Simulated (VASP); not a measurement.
Ga: single point with PBEsol

Crystal: Ga.

```
Ga
1.0
    -1.40400    1.40400    2.22900
     1.40400   -1.40400    2.22900
     1.40400    1.40400   -2.22900
Ga
1
Direct
  0.00000 0.00000 0.00000
```

- Program: VASP 6.6.1
- Task: single point
- Functional: PBEsol
- Potentials or basis: VASP PAW PBE potentials, release 64 (Ga_d)
- Cutoff: 520 eV
- k mesh: 24 × 24 × 24
- Occupations: gaussian, width 0.15 eV
- Spin: no spin polarisation
- Dipole correction: no
- Further INCAR settings: ALGO = Fast; EDIFF = 1e-07; NBANDS = 12

| Property | Result |
| --- | --- |
| Pressure | 0.4 GPa |
| Band gap on the k mesh | zero (an odd number of electrons rules out a gap without spin polarisation) |

Levels at points of the mesh, in eV from the Fermi level:
| k point | band 4 | band 5 | band 6 | band 7 | band 8 | band 9 |
| --- | --- | --- | --- | --- | --- | --- |
| (0.00, 0.00, 0.00) | -14.84 | -14.70 | -11.61 | 13.01 | 13.01 | 13.05 |
| (0.50, 0.00, 0.00) | -14.66 | -14.62 | -4.97 | -4.30 | 8.75 | 11.91 |
| (0.50, 0.50, 0.00) | -14.66 | -14.55 | -2.27 | -1.33 | 4.14 | 5.05 |
| (0.50, 0.50, 0.50) | -14.63 | -14.63 | -3.84 | -3.69 | 6.55 | 6.55 |

It took 4.9 min on 1 thread of Intel Xeon 8259CL, with other jobs on the host, peak memory 0.32 GiB.

Caveat: the PAW data sets were made with another functional, which shifts forces and pressure a little.
